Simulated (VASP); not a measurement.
Runs of VASP 6.6.1 on LiCl. The structure is that of space group Fm-3m (No. 225), or close to it. The cells are those of the table. 

```csv
task,cell,cutoff (eV),gap on the mesh (eV),pressure (GPa),relaxed volume (Å³/atom)
single point,"a = 3.615 Å, angles 60.0°, 2 atoms",520,7.36,-,-
relaxation of cell and atoms,"relaxed from a = 3.615 Å, angles 60.0°, 2 atoms",600,(a),-0.2,16.56
relaxation of cell and atoms,"relaxed from a = 3.627 Å, angles 60.0°, 2 atoms",600,7.41,-0.3,(b)
single point,"a = 3.633 Å, angles 60.0°, 2 atoms",520,7.26,-,-
single point,"a = 3.597 Å, angles 60.0°, 2 atoms",520,7.46,-,-
```

Alike in all rows: level r2SCAN; potentials or basis VASP PAW PBE potentials, release 64 (Li_sv, Cl); no spin polarisation; k mesh 7 × 7 × 7; smearing fermi-dirac 0.02 eV.

Q: Estimate the missing entries.

A: (a) 7.42; (b) 16.57.

Caveats: the cutoff is under 1.25 times the usual one of these potentials, so pressure, stress and relaxed cells hold a basis-set (Pulay) error; the PAW data sets were made with another functional, which shifts forces and pressure a little; an odd mesh through Γ misses points on the zone boundary, where band edges can lie.
